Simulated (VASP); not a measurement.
# GaReSi (P4/nmm) in VASP: single point with r2SCAN

Aim: the single point of GaReSi with r2SCAN.

Everything below comes from runs of VASP 6.6.1. Logs are shortened: lines on timing, memory, paths and dates and some standing lists are left out, and cuts for length are marked.

## (1) The cell of the first run

The structure is tetragonal, space group P4/nmm (No. 129). The conventional cell has a = 3.232 Å, b = 3.232 Å, c = 8.150 Å, α = 90.00°, β = 90.00°, γ = 90.00°. Re (site symmetry 4mm) has 5 Si at 2.57 to 2.58 Å and 5 Ga at 2.73 to 2.89 Å and 4 Re at 3.23 Å within 3.4 Å. Within 3.5 Å of Ga (site symmetry 4mm) lie 8 Ga at 2.68 to 3.23 Å and 1 Si at 2.69 Å and 5 Re at 2.73 to 2.89 Å. Si (site symmetry 4mm) has 5 Re at 2.57 to 2.58 Å and 8 Si at 2.67 to 3.23 Å and 1 Ga at 2.69 Å within 3.4 Å.

## (2) Single point, r2SCAN

Input file POSCAR:

```
GaReSi
1.0
    3.2321790000      0.0000000000      0.0000000000
    0.0000000000      3.2321790000      0.0000000000
    0.0000000000      0.0000000000      8.1497620000
Re Ga Si
2 2 2
Direct
    0.7500000000      0.7500000000      0.7306300000
    0.2500000000      0.2500000000      0.2693700000
    0.2500000000      0.2500000000      0.9146000000
    0.7500000000      0.7500000000      0.0854000000
    0.7500000000      0.7500000000      0.4152000000
    0.2500000000      0.2500000000      0.5848000000
```

Input file INCAR.step1:

```
SYSTEM = GaReSi
ALGO     = Normal         ! electronic algorithm
EDIFF    = 1E-4           ! SCF threshold, eV
ENCUT    = 520            ! plane-wave cutoff, eV
GGA      = PE             ! functional
ISMEAR   = -1             ! smearing method
LASPH    = .True.         ! aspherical terms in the spheres
LCHARG   = .False.        ! write CHGCAR
LREAL    = .False.        ! projectors in reciprocal space
LWAVE    = .True.         ! write WAVECAR
NBANDS   = 33             ! bands
NELM     = 100            ! most SCF steps
PREC     = Accurate       ! precision mode
SIGMA    = 0.0114         ! smearing width, eV
```

Input file INCAR.step2:

```
SYSTEM = GaReSi
ALGO     = Normal         ! electronic algorithm
EDIFF    = 1E-6           ! SCF threshold, eV
ENCUT    = 520            ! plane-wave cutoff, eV
ISIF     = 2              ! what is computed and relaxed
ISMEAR   = -1             ! smearing method
ISTART   = 1            
LASPH    = .True.         ! aspherical terms in the spheres
LCHARG   = .False.        ! write CHGCAR
LMIXTAU  = .True.       
LREAL    = .False.        ! projectors in reciprocal space
LWAVE    = .False.        ! write WAVECAR
METAGGA  = R2SCAN         ! meta-GGA
NBANDS   = 33             ! bands
NELM     = 100            ! most SCF steps
PREC     = Accurate       ! precision mode
SIGMA    = 0.0114         ! smearing width, eV
```

Input file KPOINTS:

```
k-points
0
Gamma
  8 8 3
  0 0 0
```

Potentials or basis: VASP PAW PBE potentials, release 64 (Re, Ga_d, Si).

Run with:

```bash
$ cat potpaw_PBE.64/Re/POTCAR potpaw_PBE.64/Ga_d/POTCAR potpaw_PBE.64/Si/POTCAR > POTCAR
$ cp INCAR.step1 INCAR
$ mpirun -np 1 vasp_std > vasp.out
$ cp INCAR.step2 INCAR
$ mpirun -np 1 vasp_std > vasp.out
```

OUTCAR:

```text
SYSTEM = GaReSi
   EDIFF = 1E-6
   ENCUT = 520
   ISIF = 2
   ISMEAR = -1
   ISTART = 1
   LASPH = .True.
   LREAL = .False.
   METAGGA = R2SCAN
   NELM = 100
   PREC = Accurate

 ion  position               nearest neighbor table
   1  0.750  0.750  0.731-   5 2.57   6 2.58   6 2.58   6 2.58   6 2.58   3 2.73   3 2.73   3 2.73
                             3 2.73   4 2.89
   2  0.250  0.250  0.269-   6 2.57   5 2.58   5 2.58   5 2.58   5 2.58   4 2.73   4 2.73   4 2.73
                             4 2.73   3 2.89
   3  0.250  0.250  0.915-   4 2.68   4 2.68   4 2.68   4 2.68   6 2.69   1 2.73   1 2.73   1 2.73
                             1 2.73   2 2.89
   4  0.750  0.750  0.085-   3 2.68   3 2.68   3 2.68   3 2.68   5 2.69   2 2.73   2 2.73   2 2.73
                             2 2.73   1 2.89
   5  0.750  0.750  0.415-   1 2.57   2 2.58   2 2.58   2 2.58   2 2.58   6 2.67   6 2.67   6 2.67
                             6 2.67   4 2.69
   6  0.250  0.250  0.585-   2 2.57   1 2.58   1 2.58   1 2.58   1 2.58   5 2.67   5 2.67   5 2.67
                             5 2.67   3 2.69

  LATTYP: Found a simple tetragonal cell.
 ALAT       =     3.2321790000
 C/A-ratio  =     2.5214451304

  Lattice vectors:

 A1 = (   3.2321790000,   0.0000000000,   0.0000000000)
 A2 = (   0.0000000000,   3.2321790000,   0.0000000000)
 A3 = (   0.0000000000,   0.0000000000,   8.1497620000)

Analysis of symmetry for initial positions (statically):
=====================================================================
 Subroutine PRICEL returns:
 Original cell was already a primitive cell.

 Routine SETGRP: Setting up the symmetry group for a
 simple tetragonal supercell.

 Subroutine GETGRP returns: Found 16 space group operations
 (whereof  4 operations were pure point group operations)
 out of a pool of 16 trial point group operations.

The static configuration has the point symmetry C_2h.
 The point group associated with its full space group is D_4h.

Analysis of symmetry for dynamics (positions and initial velocities):
=====================================================================
 Subroutine PRICEL returns:
 Original cell was already a primitive cell.

 Routine SETGRP: Setting up the symmetry group for a
 simple tetragonal supercell.

 Subroutine GETGRP returns: Found 16 space group operations
 (whereof  4 operations were pure point group operations)
 out of a pool of 16 trial point group operations.

The dynamic configuration has the point symmetry C_2h.
[... 108 lines left out ...]
   EDIFF  = 0.1E-05   stopping-criterion for ELM
   LREAL  =      F    real-space projection
   EDIFFG = 0.1E-04   stopping-criterion for IOM
   NSW    =      0    number of steps for IOM
   IBRION =     -1    ionic relax: 0-MD 1-quasi-New 2-CG
   NFREE  =      0    steps in history (QN), initial steepest desc. (CG)
   ISIF   =      2    stress and relaxation
   ISYM   =      2    0-nonsym 1-usesym 2-fastsym
   POTIM  = 0.5000    time-step for ionic-motion
   TEBEG  =    0.0;   TEEND  =   0.0 temperature during run
   PSTRESS=    0.0 pullay stress
   NELECT =      48.0000    total number of electrons
   NUPDOWN=      -1.0000    fix difference up-down
   EMIN   =  10.00;   EMAX   =-10.00  energy-range for DOS
   EFERMI =   0.00;   METHOD = LEGACY
   ISMEAR =    -1;   SIGMA  =   0.01  broadening in eV -4-tet -1-fermi 0-gaus
   EFERMI_NEDOS =   21; number of points for ismear=-14 and -15
   IALGO  =     38    algorithm
   IMIX   =      4    mixing-type and parameters
     AMIX     =   0.40;   BMIX     =  1.00
     AMIX_MAG =   1.60;   BMIX_MAG =  1.00
  volume/ion in A,a.u.               =      14.19        95.76
  Fermi-wavevector in a.u.,A,eV,Ry     =   1.352415  2.555694 24.885416  1.829026
  Thomas-Fermi vector in A             =   2.479756
   LORBIT       =      0    0 simple, 1 ext, 2 COOP (PROOUT), +10 PAW based schemes
   METAGGA = R2SCAN    functional components
   LHFCALC =     F    Hartree Fock is set to
   AEXX    =    0.0000 exact exchange contribution
   IVDW    =     0    specifies the selected vdW correction
   LEPSILON=     F    determine dielectric tensor
   LRPA    =     F    only Hartree local field effects (RPA)
 non-spin polarized calculation
  energy-cutoff  :      520.00
  volume of cell :       85.14
 maximum number of plane-waves:      2324
   NGX = 13   NGY = 13   NGZ = 31

 number of electron      48.0000046 magnetization

 Free energy of the ion-electron system (eV)
  ---------------------------------------------------
  ext. energy  EPLUGINS =         0.00000000
  ---------------------------------------------------
  free energy    TOTEN  =      -147.23439193 eV

  energy without entropy =     -147.23439193  energy(sigma->0) =     -147.23439193

 E-fermi :   8.9759     XC(G=0): -13.7107

 val. band max:        8.7837282159   @ k =   0.0000   0.0000   0.0000
 cond. band min:       9.1717080825   @ k =   0.2500   0.0000   0.0000
 fundamental gap:      0.3879798665
 Fermi energy:         8.9758899696

 k-point     1 :       0.0000    0.0000    0.0000
  band No.  band energies     occupation
      1      -6.7949      2.00000
      2      -6.7197      2.00000
      3      -6.6721      2.00000
      4      -6.6132      2.00000
      5      -6.6132      2.00000
      6      -6.4775      2.00000
[... 853 lines left out ...]
     32      14.3412      0.00000
     33      15.0622      0.00000

 [... further k-points ...]

------------------------ aborting loop because EDIFF is reached ----------------------------------------

  FORCE on cell =-STRESS in cart. coord.  units (eV):
  Direction    XX          YY          ZZ          XY          YZ          ZX
  --------------------------------------------------------------------------------------
  -------------------------------------------------------------------------------------
  Total       -4.3460199     -4.3460199     -5.4634380      0.0000000      0.0000000      0.0000000
  in kB      -81.7836623    -81.7836623   -102.8113046      0.0000000      0.0000000      0.0000000
  external PRESSURE =     -88.7928764 kB  Pullay stress =       0.0000000 kB

 VOLUME and BASIS-vectors are now :
 -----------------------------------------------------------------------------
  energy-cutoff  :      520.00
  volume of cell :       85.14
      direct lattice vectors                 reciprocal lattice vectors
     3.232179000  0.000000000  0.000000000     0.309388806  0.000000000  0.000000000
     0.000000000  3.232179000  0.000000000     0.000000000  0.309388806  0.000000000
     0.000000000  0.000000000  8.149762000     0.000000000  0.000000000  0.122702970

 POSITION                                       TOTAL-FORCE (eV/Angst)
 -----------------------------------------------------------------------------------
      2.42413      2.42413      5.95446         0.000000     -0.000000     -0.379392
      0.80804      0.80804      2.19530         0.000000     -0.000000      0.379392
      0.80804      0.80804      7.45377        -0.000000      0.000000     -0.164896
      2.42413      2.42413      0.69599        -0.000000     -0.000000      0.164896
      2.42413      2.42413      3.38378         0.000000     -0.000000     -0.185921
      0.80804      0.80804      4.76598         0.000000     -0.000000      0.185921
 -----------------------------------------------------------------------------------
    total drift:                                0.000000      0.000000      0.000000

  FREE ENERGIE OF THE ION-ELECTRON SYSTEM (eV)
  ---------------------------------------------------
  free  energy   TOTEN  =      -147.2343919311 eV

  energy  without entropy=     -147.2343919305  energy(sigma->0) =     -147.23439193
```

OSZICAR.step1:

```text
N       E                     dE             d eps       ncg     rms          rms(c)
DAV:   1     0.335359776946E+03    0.33536E+03   -0.21665E+04  3368   0.226E+03
DAV:   2    -0.313121299024E+01   -0.33849E+03   -0.31449E+03  3482   0.769E+02
DAV:   3    -0.435664656514E+02   -0.40435E+02   -0.38870E+02  3363   0.192E+02
DAV:   4    -0.450978251535E+02   -0.15314E+01   -0.15054E+01  3464   0.402E+01
DAV:   5    -0.451397528445E+02   -0.41928E-01   -0.41701E-01  3392   0.811E+00    0.420E+01
DAV:   6    -0.435756493327E+02    0.15641E+01   -0.56950E+00  3632   0.374E+01    0.992E+00
DAV:   7    -0.433355242826E+02    0.24013E+00   -0.87863E-01  3712   0.124E+01    0.847E+00
DAV:   8    -0.432629565049E+02    0.72568E-01   -0.15099E-01  3624   0.592E+00    0.552E-01
DAV:   9    -0.432624427634E+02    0.51374E-03   -0.10288E-02  3552   0.106E+00    0.309E-01
DAV:  10    -0.432620145593E+02    0.42820E-03   -0.19705E-03  3144   0.424E-01    0.105E-01
DAV:  11    -0.432618959255E+02    0.11863E-03   -0.12388E-04  1712   0.340E-01    0.807E-02
DAV:  12    -0.432619175651E+02   -0.21640E-04   -0.25181E-04  2056   0.156E-01
   1 F= -.43261918E+02 E0= -.43261917E+02  d E =-.118648E-05
```

Wall time 4 min (1 thread of Oxide Virtual Turin-like, shared host); peak memory 0.21 GiB.

Results:

```
Free energy            : -147.2344 eV
Pressure               : -8.9 GPa
Largest force          : 0.379 eV/Å
Band gap on the k mesh : 0.39 eV (least direct gap 0.95 eV)
```

Forces in eV/Å, atoms in the order of the input:
```
Re   0.000  0.000 -0.379
Re   0.000  0.000  0.379
Ga   0.000  0.000 -0.165
Ga   0.000  0.000  0.165
Si   0.000  0.000 -0.186
Si   0.000  0.000  0.186
```

Caveat: the cell stands under tension; the PAW data sets were made with another functional, which shifts forces and pressure a little; spin-orbit coupling is left out, which moves the levels of the heavy elements.
